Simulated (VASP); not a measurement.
# TiW3C4 (P4/mmm) in VASP: single point with PBE

Aim: the single point of TiW3C4 with PBE.

Everything below comes from runs of VASP 6.6.1. Logs are shortened: lines on timing, memory, paths and dates and some standing lists are left out, and cuts for length are marked.

### Step 1. The cell of the first run

It takes space group P4/mmm (No. 123, tetragonal). The conventional cell has a = 3.463 Å, b = 3.463 Å, c = 9.796 Å, α = 90.00°, β = 90.00°, γ = 90.00°. Ti (site symmetry 4/mmm) has 6 C at 2.45 Å within 3.2 Å. W (site symmetry 4mm) has 6 C at 2.45 Å within 3.2 Å. Within 3.2 Å of W (site symmetry 4/mmm) lie 6 C at 2.45 Å. Within 3.2 Å of C (site symmetry 4mm) lie 1 Ti at 2.45 Å and 5 W at 2.45 Å. C (site symmetry 4/mmm) has 6 W at 2.45 Å within 3.2 Å. Within 3.2 Å of C (site symmetry 4/mmm) lie 2 W at 2.45 Å and 4 Ti at 2.45 Å.

### Step 2. Single point, PBE

The input, INCAR:

```
ALGO     = Normal         # electronic algorithm
EDIFF    = 1E-6           # SCF threshold, eV
ENCUT    = 520            # plane-wave cutoff, eV
GGA      = PE             # functional
ISIF     = 2              # what is computed and relaxed
ISMEAR   = 0              # smearing method
LASPH    = T              # aspherical terms in the spheres
LCHARG   = F              # write CHGCAR
LREAL    = F              # projectors in reciprocal space
LWAVE    = F              # write WAVECAR
NBANDS   = 45             # bands
NELM     = 80             # most SCF steps
PREC     = Accurate       # precision mode
SIGMA    = 0.1            # smearing width, eV
```

The input, KPOINTS:

```
k-points
0
Gamma
  6 6 2
```

The input, POSCAR:

```
TiW3C4
1.0
    3.4634270500      0.0000000000      0.0000000000
    0.0000000000      3.4634270500      0.0000000000
    0.0000000000      0.0000000000      9.7960510100
Ti W C
1 3 4
Direct
    0.0000000000      0.0000000000      0.0000000000
    0.5000000000      0.5000000000      0.2500000000
    0.0000000000      0.0000000000      0.5000000000
    0.5000000000      0.5000000000      0.7500000000
    0.0000000000      0.0000000000      0.2500000000
    0.5000000000      0.5000000000      0.5000000000
    0.0000000000      0.0000000000      0.7500000000
    0.5000000000      0.5000000000      0.0000000000
```

Potentials or basis: VASP PAW PBE potentials, release 64 (Ti_sv, W_sv, C).

Started as:

```sh
> cat potpaw_PBE.64/Ti_sv/POTCAR potpaw_PBE.64/W_sv/POTCAR potpaw_PBE.64/C/POTCAR > POTCAR
> mpirun -np 1 vasp_std > vasp.out
```

OUTCAR:

```text
EDIFF = 1E-6
   ENCUT = 520
   GGA = PE
   ISIF = 2
   ISMEAR = 0
   LASPH = T
   LREAL = F
   NELM = 80
   PREC = Accurate

 ion  position               nearest neighbor table
   1  0.000  0.000  0.000-   5 2.45   7 2.45   8 2.45   8 2.45   8 2.45   8 2.45
   2  0.500  0.500  0.250-   6 2.45   8 2.45   5 2.45   5 2.45   5 2.45   5 2.45   3 3.46   3 3.46
                             3 3.46   3 3.46
   3  0.000  0.000  0.500-   5 2.45   7 2.45   6 2.45   6 2.45   6 2.45   6 2.45   4 3.46   4 3.46
                             2 3.46   4 3.46   2 3.46   2 3.46   4 3.46   2 3.46
   4  0.500  0.500  0.750-   6 2.45   8 2.45   7 2.45   7 2.45   7 2.45   7 2.45   3 3.46   3 3.46
                             3 3.46   3 3.46
   5  0.000  0.000  0.250-   1 2.45   3 2.45   2 2.45   2 2.45   2 2.45   2 2.45
   6  0.500  0.500  0.500-   2 2.45   4 2.45   3 2.45   3 2.45   3 2.45   3 2.45
   7  0.000  0.000  0.750-   1 2.45   3 2.45   4 2.45   4 2.45   4 2.45   4 2.45
   8  0.500  0.500  0.000-   2 2.45   4 2.45   1 2.45   1 2.45   1 2.45   1 2.45

  LATTYP: Found a simple tetragonal cell.
 ALAT       =     3.4634270500
 C/A-ratio  =     2.8284271239

  Lattice vectors:

 A1 = (   3.4634270500,   0.0000000000,   0.0000000000)
 A2 = (   0.0000000000,   3.4634270500,   0.0000000000)
 A3 = (   0.0000000000,   0.0000000000,   9.7960510100)

Analysis of symmetry for initial positions (statically):
=====================================================================
 Subroutine PRICEL returns:
 Original cell was already a primitive cell.

 Routine SETGRP: Setting up the symmetry group for a
 simple tetragonal supercell.

 Subroutine GETGRP returns: Found 16 space group operations
 (whereof 16 operations were pure point group operations)
 out of a pool of 16 trial point group operations.

The static configuration has the point symmetry D_4h.

Analysis of symmetry for dynamics (positions and initial velocities):
=====================================================================
 Subroutine PRICEL returns:
 Original cell was already a primitive cell.

 Routine SETGRP: Setting up the symmetry group for a
 simple tetragonal supercell.

 Subroutine GETGRP returns: Found 16 space group operations
 (whereof 16 operations were pure point group operations)
 out of a pool of 16 trial point group operations.

The dynamic configuration has the point symmetry D_4h.

 Subroutine INISYM returns: Found 16 space group operations
 (whereof 16 operations are pure point group operations),
 and found     1 'primitive' translations

----------------------------------------------------------------------------------------

                                     Primitive cell

  volume of cell :     117.5068

  direct lattice vectors                    reciprocal lattice vectors
     3.463427050  0.000000000  0.000000000     0.288731359  0.000000000  0.000000000
     0.000000000  3.463427050  0.000000000     0.000000000  0.288731359  0.000000000
     0.000000000  0.000000000  9.796051010     0.000000000  0.000000000  0.102081951

  length of vectors
     3.463427050  3.463427050  9.796051010     0.288731359  0.288731359  0.102081951

  position of ions in fractional coordinates (direct lattice)
     0.000000000  0.000000000  0.000000000
     0.500000000  0.500000000  0.250000000
     0.000000000  0.000000000  0.500000000
     0.500000000  0.500000000  0.750000000
     0.000000000  0.000000000  0.250000000
     0.500000000  0.500000000  0.500000000
     0.000000000  0.000000000  0.750000000
     0.500000000  0.500000000  0.000000000

  ion indices of the primitive-cell ions
   primitive index   ion index
                 1           1
                 2           2
                 3           3
                 4           4
                 5           5
                 6           6
                 7           7
                 8           8

----------------------------------------------------------------------------------------

 KPOINTS: k-points

Automatic generation of k-mesh.
 Grid dimensions read from file:
 generate k-points for:    6    6    2

 Generating k-lattice:

  Cartesian coordinates                     Fractional coordinates (reciprocal lattice)
     0.048121893  0.000000000  0.000000000     0.166666667  0.000000000  0.000000000
     0.000000000  0.048121893  0.000000000     0.000000000  0.166666667  0.000000000
     0.000000000  0.000000000  0.051040976     0.000000000  0.000000000  0.500000000

  Length of vectors
     0.048121893  0.048121893  0.051040976

  Shift w.r.t. Gamma in fractional coordinates (k-lattice)
     0.000000000  0.000000000  0.000000000

 Subroutine IBZKPT returns following result:
 ===========================================

 Found     20 irreducible k-points:

 Following reciprocal coordinates:
            Coordinates               Weight
  0.000000  0.000000  0.000000      1.000000
  0.166667  0.000000  0.000000      4.000000
  0.333333  0.000000  0.000000      4.000000
  0.500000  0.000000  0.000000      2.000000
  0.166667  0.166667  0.000000      4.000000
  0.333333  0.166667  0.000000      8.000000
[... 12 lines left out ...]
  0.500000  0.333333  0.500000      4.000000
  0.500000  0.500000  0.500000      1.000000
   k-points           NKPTS =     20   k-points in BZ     NKDIM =     20   number of bands    NBANDS=     45
   number of dos      NEDOS =    301   number of ions     NIONS =      8
   total plane-waves  NPLWV =  62720
   dimension x,y,z NGX =    28 NGY =   28 NGZ =   80
   dimension x,y,z NGXF=    56 NGYF=   56 NGZF=  160
   ions per type =               1   3   4
   NGX,Y,Z   is equivalent  to a cutoff of  13.44, 13.44, 13.58 a.u.
   NGXF,Y,Z  is equivalent  to a cutoff of  26.88, 26.88, 27.15 a.u.
 SYSTEM =  unknown system
   PREC   = accura    normal or accurate (medium, high low for compatibility)
   ISTART =      0    job   : 0-new  1-cont  2-samecut
   ICHARG =      2    charge: 1-file 2-atom 10-const
   ISPIN  =      1    spin polarized calculation?
   LNONCOLLINEAR =      F non collinear calculations
   LSORBIT =      F    spin-orbit coupling
   LASPH  =      T    aspherical Exc in radial PAW
   ENCUT  =  520.0 eV  38.22 Ry    6.18 a.u.   6.44  6.44 18.21*2*pi/ulx,y,z
   NELM   =     80;   NELMIN=  2; NELMDL= -5     # of ELM steps
   EDIFF  = 0.1E-05   stopping-criterion for ELM
   LREAL  =      F    real-space projection
   EDIFFG = 0.1E-04   stopping-criterion for IOM
   NSW    =      0    number of steps for IOM
   IBRION =     -1    ionic relax: 0-MD 1-quasi-New 2-CG
   NFREE  =      0    steps in history (QN), initial steepest desc. (CG)
   ISIF   =      2    stress and relaxation
   ISYM   =      2    0-nonsym 1-usesym 2-fastsym
   POTIM  = 0.5000    time-step for ionic-motion
   TEBEG  =    0.0;   TEEND  =   0.0 temperature during run
   PSTRESS=    0.0 pullay stress
   NELECT =      70.0000    total number of electrons
   NUPDOWN=      -1.0000    fix difference up-down
   EMIN   =  10.00;   EMAX   =-10.00  energy-range for DOS
   EFERMI =   0.00;   METHOD = LEGACY
   ISMEAR =     0;   SIGMA  =   0.10  broadening in eV -4-tet -1-fermi 0-gaus
   EFERMI_NEDOS =   21; number of points for ismear=-14 and -15
   IALGO  =     38    algorithm
   IMIX   =      4    mixing-type and parameters
     AMIX     =   0.40;   BMIX     =  1.00
     AMIX_MAG =   1.60;   BMIX_MAG =  1.00
  volume/ion in A,a.u.               =      14.69        99.12
  Fermi-wavevector in a.u.,A,eV,Ry     =   1.377484  2.603067 25.816529  1.897461
  Thomas-Fermi vector in A             =   2.502633
   LORBIT       =      0    0 simple, 1 ext, 2 COOP (PROOUT), +10 PAW based schemes
   GGA     = PE    functional components
   LHFCALC =     F    Hartree Fock is set to
   AEXX    =    0.0000 exact exchange contribution
   IVDW    =     0    specifies the selected vdW correction
   LEPSILON=     F    determine dielectric tensor
   LRPA    =     F    only Hartree local field effects (RPA)
 non-spin polarized calculation
 Gauss-broadening in eV      SIGMA  =   0.10
  energy-cutoff  :      520.00
  volume of cell :      117.51
 maximum number of plane-waves:      3176
 NGX is ok and might be reduce to    28
   NGX = 13   NGY = 13   NGZ = 37

 number of electron      70.0000009 magnetization

 Free energy of the ion-electron system (eV)
  ---------------------------------------------------
  ext. energy  EPLUGINS =         0.00000000
  ---------------------------------------------------
  free energy    TOTEN  =       -75.92946668 eV

  energy without entropy =      -75.89950949  energy(sigma->0) =      -75.91448808

 E-fermi :   7.3605     XC(G=0): -11.6916

 val. band max:        7.3554103640   @ k =   0.1667   0.1667   0.5000
 cond. band min:       7.3791169734   @ k =   0.3333   0.0000   0.5000
 fundamental gap:      0.0237066094
 Fermi energy:         7.3605280160

 k-point     1 :       0.0000    0.0000    0.0000
  band No.  band energies     occupation
      1     -68.2304      2.00000
      2     -68.2249      2.00000
      3     -68.2233      2.00000
      4     -50.6500      2.00000
      5     -32.2984      2.00000
      6     -32.2738      2.00000
[... 37 lines left out ...]
     44       8.6762      0.00000
     45       8.6764      0.00000

 k-point     2 :       0.1667    0.0000    0.0000
  band No.  band energies     occupation
      1     -68.2296      2.00000
      2     -68.2244      2.00000
      3     -68.2231      2.00000
      4     -50.6490      2.00000
      5     -32.2987      2.00000
      6     -32.2976      2.00000
[... 37 lines left out ...]
     44       8.6505      0.00000
     45       8.8516      0.00000

 k-point     3 :       0.3333    0.0000    0.0000
  band No.  band energies     occupation
      1     -68.2278      2.00000
      2     -68.2233      2.00000
      3     -68.2228      2.00000
      4     -50.6469      2.00000
      5     -32.3373      2.00000
      6     -32.3243      2.00000
[... 37 lines left out ...]
     44       8.9319      0.00000
     45       9.0524      0.00000

 k-point     4 :       0.5000    0.0000    0.0000
  band No.  band energies     occupation
      1     -68.2268      2.00000
      2     -68.2228      2.00000
      3     -68.2228      2.00000
      4     -50.6458      2.00000
      5     -32.3557      2.00000
      6     -32.3427      2.00000
[... 709 lines left out ...]
     44       9.0367      0.00000
     45       9.1245      0.00000

 k-point    19 :       0.5000    0.3333    0.5000
  band No.  band energies     occupation
      1     -68.2252      2.00000
      2     -68.2212      2.00000
      3     -68.2212      2.00000
      4     -50.6427      2.00000
      5     -32.3476      2.00000
      6     -32.3375      2.00000
[... 37 lines left out ...]
     44       8.9930      0.00000
     45       9.7099      0.00000

 k-point    20 :       0.5000    0.5000    0.5000
  band No.  band energies     occupation
      1     -68.2247      2.00000
      2     -68.2207      2.00000
      3     -68.2207      2.00000
      4     -50.6417      2.00000
      5     -32.3509      2.00000
      6     -32.3509      2.00000
[... 37 lines left out ...]
     44       8.8885      0.00000
     45       8.9095      0.00000

------------------------ aborting loop because EDIFF is reached ----------------------------------------

  FORCE on cell =-STRESS in cart. coord.  units (eV):
  Direction    XX          YY          ZZ          XY          YZ          ZX
  --------------------------------------------------------------------------------------
  -------------------------------------------------------------------------------------
  Total      -40.0477538    -40.0477538    -41.0721848      0.0000000      0.0000000     -0.0000000
  in kB     -546.0414581   -546.0414581   -560.0093280      0.0000000      0.0000000     -0.0000000
  external PRESSURE =    -550.6974147 kB  Pullay stress =       0.0000000 kB

 VOLUME and BASIS-vectors are now :
 -----------------------------------------------------------------------------
  energy-cutoff  :      520.00
  volume of cell :      117.51
      direct lattice vectors                 reciprocal lattice vectors
     3.463427050  0.000000000  0.000000000     0.288731359  0.000000000  0.000000000
     0.000000000  3.463427050  0.000000000     0.000000000  0.288731359  0.000000000
     0.000000000  0.000000000  9.796051010     0.000000000  0.000000000  0.102081951

 POSITION                                       TOTAL-FORCE (eV/Angst)
 -----------------------------------------------------------------------------------
      0.00000      0.00000      0.00000         0.000000      0.000000     -0.000000
      1.73171      1.73171      2.44901        -0.000000      0.000000     -0.261010
      0.00000      0.00000      4.89803         0.000000      0.000000     -0.000000
      1.73171      1.73171      7.34704         0.000000     -0.000000      0.261010
      0.00000      0.00000      2.44901         0.000000      0.000000      0.432368
      1.73171      1.73171      4.89803         0.000000      0.000000     -0.000000
      0.00000      0.00000      7.34704         0.000000      0.000000     -0.432368
      1.73171      1.73171      0.00000         0.000000      0.000000     -0.000000
 -----------------------------------------------------------------------------------
    total drift:                                0.000000      0.000000      0.000000

  FREE ENERGIE OF THE ION-ELECTRON SYSTEM (eV)
  ---------------------------------------------------
  free  energy   TOTEN  =       -75.9294666760 eV

  energy  without entropy=      -75.8995094934  energy(sigma->0) =      -75.91448808
```

It took 5 min on 1 thread of AMD EPYC, shared host; peak memory 0.25 GiB.

What came out:

| Item | Value |
| --- | --- |
| Free energy | -75.9295 eV |
| Pressure | -55.1 GPa |
| Largest force | 0.432 eV/Å |
| Band gap on the k mesh | zero (band 35 reaches 7.99 eV, above the bottom of band 36 at 6.38 eV) |

Forces on the atoms (eV/Å):
```
Ti   0.000  0.000  0.000
W    0.000  0.000 -0.261
W    0.000  0.000  0.000
W    0.000  0.000  0.261
C    0.000  0.000  0.432
C    0.000  0.000  0.000
C    0.000  0.000 -0.432
C    0.000  0.000  0.000
```

Levels at points of the mesh, in eV from the Fermi level:
```csv
k point,band 31,band 32,band 33,band 34,band 35,band 36,band 37,band 38,band 39,band 40
"(0.00, 0.00, 0.00)",-1.36,-1.36,-1.07,-1.07,-0.53,-0.51,-0.24,-0.10,-0.08,-0.08
"(0.50, 0.00, 0.00)",-3.28,-2.58,-0.16,0.07,0.63,0.66,0.67,0.78,1.00,1.12
"(0.50, 0.50, 0.00)",-1.48,-1.44,-1.44,-1.35,0.59,0.65,0.65,0.70,0.70,0.71
"(0.00, 0.00, 0.50)",-1.97,-1.46,-1.46,-1.29,-1.29,-0.56,-0.49,-0.17,0.26,0.56
"(0.50, 0.00, 0.50)",-2.99,-2.63,0.16,0.24,0.29,0.49,0.50,0.70,0.87,0.91
"(0.50, 0.50, 0.50)",-2.85,-2.41,-0.62,-0.62,-0.50,-0.50,1.21,1.22,1.22,1.26
```

Caveat: spin-orbit coupling is left out, which moves the levels of the heavy elements.
